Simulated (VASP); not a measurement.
Input of a VASP 6.6.1 run:

File INCAR:

```
ALGO = Normal ; EDIFF = 1E-7
ENCUT = 520 ; GGA = PE
ISIF = 2 ; ISMEAR = 0
LASPH = T ; LCHARG = F
LREAL = F ; LWAVE = F
NBANDS = 24 ; NELM = 100
PREC = Accurate ; SIGMA = 0.1
```

KPOINTS

```
k-points
0
Gamma
  6 6 4
```

File POSCAR:

```
YTaP2
1.0
    3.7006645460      0.0000000000      0.0000000000
   -1.8503322730      3.2048695077      0.0000000000
    0.0000000000      0.0000000000      6.5671275791
Y Ta P
1 1 2
Direct
    0.0000000000      0.0000000000      0.0000000000
    0.0000000000      0.0000000000      0.5000000000
    0.6666666667      0.3333333333      0.7207257392
    0.3333333333      0.6666666667      0.2792742608
```

Potentials or basis: VASP PAW PBE potentials, release 64 (Y_sv, Ta_pv, P).

Command:

```sh
$ cat potpaw_PBE.64/Y_sv/POTCAR potpaw_PBE.64/Ta_pv/POTCAR potpaw_PBE.64/P/POTCAR > POTCAR
$ mpirun -np 1 vasp_std > vasp.out
```

Predict the pressure.

0.0 GPa.

Estimate the band gap on the k mesh.

zero (band 16 reaches 6.75 eV, above the bottom of band 17 at 6.13 eV).

Predict the largest force.

0.013 eV/Å.

Forces on the atoms (eV/Å):
```
Y    0.000  0.000  0.000
Ta   0.000  0.000  0.000
P    0.000  0.000  0.013
P    0.000  0.000 -0.013
```

Caveat: spin-orbit coupling is left out, which moves the levels of the heavy elements.
